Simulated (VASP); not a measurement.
# MnNF3 (Pm-3m) in VASP: notebook

Runs on MnNF3. Level: PBE. Tasks: single point.

All numbers are computed with VASP 6.6.1; they aren't measurements. Logs are shortened: lines on timing, memory, paths and dates and some standing lists are left out, and cuts for length are marked.

### 1 The cell of the first run

The structure is cubic, space group Pm-3m (No. 221). The conventional cell has a = 3.983 Å, b = 3.983 Å, c = 3.983 Å, α = 90.00°, β = 90.00°, γ = 90.00°. Within 2.6 Å of Mn (site symmetry m-3m) lie 6 F at 1.99 Å. N (site symmetry m-3m) has 12 F at 2.82 Å and 8 Mn at 3.45 Å within 3.7 Å. Within 2.6 Å of F (site symmetry 4/mmm) lie 2 Mn at 1.99 Å.

### 2 Single point, PBE, collinear spin, ferromagnetic start

INCAR reads:

```
SYSTEM = MnNF3
ALGO = Normal
EDIFF = 1E-6
ENCUT = 520
GGA = PE
ISIF = 2
ISMEAR = -1
ISPIN = 2
LASPH = .TRUE.
LCHARG = .TRUE.
LELF = .TRUE.
LMAXMIX = 4
LORBIT = 11
LREAL = .FALSE.
LVHAR = .TRUE.
LWAVE = .FALSE.
MAGMOM = 2.8 0 0 0 0
NBANDS = 32
NELM = 150
PREC = Accurate
SIGMA = 0.1
```

KPOINTS reads:

```
k-points
0
G
  6 6 6
  0 0 0
```

POSCAR reads:

```
MnNF3
1.0
    3.9830700000      0.0000000000      0.0000000000
    0.0000000000      3.9830700000      0.0000000000
    0.0000000000      0.0000000000      3.9830700000
Mn N F
1 1 3
Direct
    0.5000000000      0.5000000000      0.5000000000
    0.0000000000      0.0000000000      0.0000000000
    0.5000000000      0.5000000000      0.0000000000
    0.5000000000      0.0000000000      0.5000000000
    0.0000000000      0.5000000000      0.5000000000
```

Potentials or basis: VASP PAW PBE potentials, release 64 (Mn_pv, N, F).

Launch:

```console
$ cat potpaw_PBE.64/Mn_pv/POTCAR potpaw_PBE.64/N/POTCAR potpaw_PBE.64/F/POTCAR > POTCAR
$ mpirun -np 1 vasp_std > vasp.out
```

OUTCAR:

```text
SYSTEM = MnNF3
   EDIFF = 1E-6
   ENCUT = 520
   GGA = PE
   ISIF = 2
   ISMEAR = -1
   ISPIN = 2
   LASPH = .TRUE.
   LORBIT = 11
   LREAL = .FALSE.
   NELM = 150
   PREC = Accurate

 ion  position               nearest neighbor table
   1  0.500  0.500  0.500-   3 1.99   4 1.99   5 1.99   3 1.99   4 1.99   5 1.99
   2  0.000  0.000  0.000-
   3  0.500  0.500  0.000-   1 1.99   1 1.99
   4  0.500  0.000  0.500-   1 1.99   1 1.99
   5  0.000  0.500  0.500-   1 1.99   1 1.99

  LATTYP: Found a simple cubic cell.
 ALAT       =     3.9830700000

  Lattice vectors:

 A1 = (   3.9830700000,   0.0000000000,   0.0000000000)
 A2 = (   0.0000000000,   3.9830700000,   0.0000000000)
 A3 = (   0.0000000000,   0.0000000000,   3.9830700000)

Analysis of symmetry for initial positions (statically):
=====================================================================
 Subroutine PRICEL returns:
 Original cell was already a primitive cell.

 Routine SETGRP: Setting up the symmetry group for a
 simple cubic supercell.

 Subroutine GETGRP returns: Found 48 space group operations
 (whereof 48 operations were pure point group operations)
 out of a pool of 48 trial point group operations.

The static configuration has the point symmetry O_h .

Analysis of symmetry for dynamics (positions and initial velocities):
=====================================================================
 Subroutine PRICEL returns:
 Original cell was already a primitive cell.

 Routine SETGRP: Setting up the symmetry group for a
 simple cubic supercell.

 Subroutine GETGRP returns: Found 48 space group operations
 (whereof 48 operations were pure point group operations)
 out of a pool of 48 trial point group operations.

The dynamic configuration has the point symmetry O_h .

Analysis of structural, dynamic, and magnetic symmetry:
=====================================================================
 Subroutine PRICEL returns:
 Original cell was already a primitive cell.

 Routine SETGRP: Setting up the symmetry group for a
 simple cubic supercell.

 Subroutine GETGRP returns: Found 48 space group operations
 (whereof 48 operations were pure point group operations)
 out of a pool of 48 trial point group operations.

The overall configuration has the point symmetry O_h .

 Subroutine INISYM returns: Found 48 space group operations
 (whereof 48 operations are pure point group operations),
 and found     1 'primitive' translations

----------------------------------------------------------------------------------------

                                     Primitive cell

  volume of cell :      63.1908

  direct lattice vectors                    reciprocal lattice vectors
     3.983070000  0.000000000  0.000000000     0.251062623  0.000000000  0.000000000
     0.000000000  3.983070000  0.000000000     0.000000000  0.251062623  0.000000000
     0.000000000  0.000000000  3.983070000     0.000000000  0.000000000  0.251062623

  length of vectors
     3.983070000  3.983070000  3.983070000     0.251062623  0.251062623  0.251062623

  position of ions in fractional coordinates (direct lattice)
     0.500000000  0.500000000  0.500000000
     0.000000000  0.000000000  0.000000000
     0.500000000  0.500000000  0.000000000
     0.500000000  0.000000000  0.500000000
     0.000000000  0.500000000  0.500000000

  ion indices of the primitive-cell ions
   primitive index   ion index
                 1           1
                 2           2
                 3           3
                 4           4
                 5           5

----------------------------------------------------------------------------------------

 KPOINTS: k-points

Automatic generation of k-mesh.
 Grid dimensions read from file:
 generate k-points for:    6    6    6

 Generating k-lattice:

  Cartesian coordinates                     Fractional coordinates (reciprocal lattice)
     0.041843770  0.000000000  0.000000000     0.166666667  0.000000000  0.000000000
     0.000000000  0.041843770  0.000000000     0.000000000  0.166666667  0.000000000
     0.000000000  0.000000000  0.041843770     0.000000000  0.000000000  0.166666667

  Length of vectors
     0.041843770  0.041843770  0.041843770

  Shift w.r.t. Gamma in fractional coordinates (k-lattice)
     0.000000000  0.000000000  0.000000000

 Subroutine IBZKPT returns following result:
 ===========================================

 Found     20 irreducible k-points:

 Following reciprocal coordinates:
            Coordinates               Weight
  0.000000  0.000000  0.000000      1.000000
  0.166667  0.000000  0.000000      6.000000
  0.333333  0.000000  0.000000      6.000000
  0.500000  0.000000  0.000000      3.000000
  0.166667  0.166667  0.000000     12.000000
  0.333333  0.166667  0.000000     24.000000
[... 12 lines left out ...]
  0.500000  0.500000  0.333333      6.000000
  0.500000  0.500000  0.500000      1.000000
   k-points           NKPTS =     20   k-points in BZ     NKDIM =     20   number of bands    NBANDS=     32
   number of dos      NEDOS =    301   number of ions     NIONS =      5
   total plane-waves  NPLWV =  27000
   dimension x,y,z NGX =    30 NGY =   30 NGZ =   30
   dimension x,y,z NGXF=    60 NGYF=   60 NGZF=   60
   ions per type =               1   1   3
   NGX,Y,Z   is equivalent  to a cutoff of  12.52, 12.52, 12.52 a.u.
   NGXF,Y,Z  is equivalent  to a cutoff of  25.04, 25.04, 25.04 a.u.
 SYSTEM =  MnNF3
   PREC   = accura    normal or accurate (medium, high low for compatibility)
   ISTART =      0    job   : 0-new  1-cont  2-samecut
   ICHARG =      2    charge: 1-file 2-atom 10-const
   ISPIN  =      2    spin polarized calculation?
   LNONCOLLINEAR =      F non collinear calculations
   LSORBIT =      F    spin-orbit coupling
   LASPH  =      T    aspherical Exc in radial PAW
   ENCUT  =  520.0 eV  38.22 Ry    6.18 a.u.   7.41  7.41  7.41*2*pi/ulx,y,z
   NELM   =    150;   NELMIN=  2; NELMDL= -5     # of ELM steps
   EDIFF  = 0.1E-05   stopping-criterion for ELM
   LREAL  =      F    real-space projection
   EDIFFG = 0.1E-04   stopping-criterion for IOM
   NSW    =      0    number of steps for IOM
   IBRION =     -1    ionic relax: 0-MD 1-quasi-New 2-CG
   NFREE  =      0    steps in history (QN), initial steepest desc. (CG)
   ISIF   =      2    stress and relaxation
   ISYM   =      2    0-nonsym 1-usesym 2-fastsym
   POTIM  = 0.5000    time-step for ionic-motion
   TEBEG  =    0.0;   TEEND  =   0.0 temperature during run
   PSTRESS=    0.0 pullay stress
   NELECT =      39.0000    total number of electrons
   NUPDOWN=      -1.0000    fix difference up-down
   EMIN   =  10.00;   EMAX   =-10.00  energy-range for DOS
   EFERMI =   0.00;   METHOD = LEGACY
   ISMEAR =    -1;   SIGMA  =   0.10  broadening in eV -4-tet -1-fermi 0-gaus
   EFERMI_NEDOS =   21; number of points for ismear=-14 and -15
   IALGO  =     38    algorithm
   IMIX   =      4    mixing-type and parameters
     AMIX     =   0.40;   BMIX     =  1.00
     AMIX_MAG =   1.60;   BMIX_MAG =  1.00
  volume/ion in A,a.u.               =      12.64        85.29
  Fermi-wavevector in a.u.,A,eV,Ry     =   1.393836  2.633969 26.433120  1.942780
  Thomas-Fermi vector in A             =   2.517444
   LORBIT       =     11    0 simple, 1 ext, 2 COOP (PROOUT), +10 PAW based schemes
   GGA     = PE    functional components
   LHFCALC =     F    Hartree Fock is set to
   AEXX    =    0.0000 exact exchange contribution
   IVDW    =     0    specifies the selected vdW correction
   LEPSILON=     F    determine dielectric tensor
   LRPA    =     F    only Hartree local field effects (RPA)
 spin polarized calculation
  energy-cutoff  :      520.00
  volume of cell :       63.19
 maximum number of plane-waves:      1743
 NGX is ok and might be reduce to    30
   NGX = 15   NGY = 15   NGZ = 15

 number of electron      38.9999976 magnetization       0.0000177

 number of electron      38.9999976 magnetization      -0.0010697

 Free energy of the ion-electron system (eV)
  ---------------------------------------------------
  ext. energy  EPLUGINS =         0.00000000
  ---------------------------------------------------
  free energy    TOTEN  =       -22.52109892 eV

  energy without entropy =      -22.02384481  energy(sigma->0) =      -22.27247186

 E-fermi :   0.6859     XC(G=0):  -9.7998

 val. band max:        0.6854312066   @ k =   0.0000   0.0000   0.0000
 cond. band min:       0.6863976861   @ k =   0.1667   0.0000   0.0000
 fundamental gap:      0.0009664795
 Fermi energy:         0.6858989084

 spin component 1

 k-point     1 :       0.0000    0.0000    0.0000
  band No.  band energies     occupation
      1     -47.9535      1.00000
      2     -47.9535      1.00000
      3     -47.9534      1.00000
      4     -22.7786      1.00000
      5     -22.2067      1.00000
      6     -22.2067      1.00000
[... 669 lines left out ...]
     30      15.4988      0.00000
     31      15.4988      0.00000
 Fermi energy:         0.6858989084

 spin component 2

 k-point     1 :       0.0000    0.0000    0.0000
  band No.  band energies     occupation
      1     -47.9554      1.00000
      2     -47.9554      1.00000
      3     -47.9554      1.00000
      4     -22.7783      1.00000
      5     -22.2064      1.00000
      6     -22.2064      1.00000
[... 669 lines left out ...]
     30      15.4988      0.00000
     31      15.4988      0.00000
 [bands above 31 left out]

------------------------ aborting loop because EDIFF is reached ----------------------------------------

  FORCE on cell =-STRESS in cart. coord.  units (eV):
  Direction    XX          YY          ZZ          XY          YZ          ZX
  --------------------------------------------------------------------------------------
  -------------------------------------------------------------------------------------
  Total       -4.7818620     -4.7818620     -4.7818620     -0.0000000      0.0000000      0.0000000
  in kB     -121.2421987   -121.2421987   -121.2421987     -0.0000000      0.0000000      0.0000000
  external PRESSURE =    -121.2421987 kB  Pullay stress =       0.0000000 kB

 VOLUME and BASIS-vectors are now :
 -----------------------------------------------------------------------------
  energy-cutoff  :      520.00
  volume of cell :       63.19
      direct lattice vectors                 reciprocal lattice vectors
     3.983070000  0.000000000  0.000000000     0.251062623  0.000000000  0.000000000
     0.000000000  3.983070000  0.000000000     0.000000000  0.251062623  0.000000000
     0.000000000  0.000000000  3.983070000     0.000000000  0.000000000  0.251062623

 POSITION                                       TOTAL-FORCE (eV/Angst)
 -----------------------------------------------------------------------------------
      1.99154      1.99154      1.99154         0.000000      0.000000      0.000000
      0.00000      0.00000      0.00000         0.000000      0.000000      0.000000
      1.99154      1.99154      0.00000         0.000000      0.000000      0.000000
      1.99154      0.00000      1.99154         0.000000      0.000000      0.000000
      0.00000      1.99154      1.99154         0.000000      0.000000      0.000000
 -----------------------------------------------------------------------------------
    total drift:                                0.000000      0.000000     -0.000000

  FREE ENERGIE OF THE ION-ELECTRON SYSTEM (eV)
  ---------------------------------------------------
  free  energy   TOTEN  =       -22.5210989209 eV

  energy  without entropy=      -22.0238448077  energy(sigma->0) =      -22.27247186

 total charge

# of ion       s       p       d       tot
------------------------------------------
    1        0.201   6.212   4.855  11.268
    2        1.390   1.842   0.000   3.232
    3        1.738   4.295   0.000   6.034
    4        1.738   4.295   0.000   6.034
    5        1.738   4.295   0.000   6.034
--------------------------------------------------
tot          6.807  20.940   4.855  32.601

 magnetization (x)

# of ion       s       p       d       tot
------------------------------------------
    1       -0.000  -0.000  -0.001  -0.001
    2       -0.000  -0.001   0.000  -0.001
    3       -0.000   0.000   0.000   0.000
    4       -0.000   0.000   0.000   0.000
    5       -0.000   0.000   0.000   0.000
--------------------------------------------------
tot         -0.000  -0.000  -0.001  -0.001
```

Wall time 65 s (1 thread of Intel Xeon 6975P-C (Granite Rapids), shared host); peak memory 0.22 GiB.

Results:

```yaml
Free_energy: -22.5211 eV
Pressure: -12.1 GPa
Net_moment: 0.00 μB per cell
Valence_electrons_inside_the_program's_atomic_spheres: Mn 11.27; N 3.23; F 6.03
```

Caveat: the cell stands under tension; the moments typed at the start vanished in this run; semilocal functionals often make such compounds metallic where correlation or magnetic order opens a gap, which also shifts bond lengths. With open d or f shells a metallic result of PBE can be an artefact of self-interaction; +U or a hybrid may open a gap.

(Continued in part 2 of 2.)
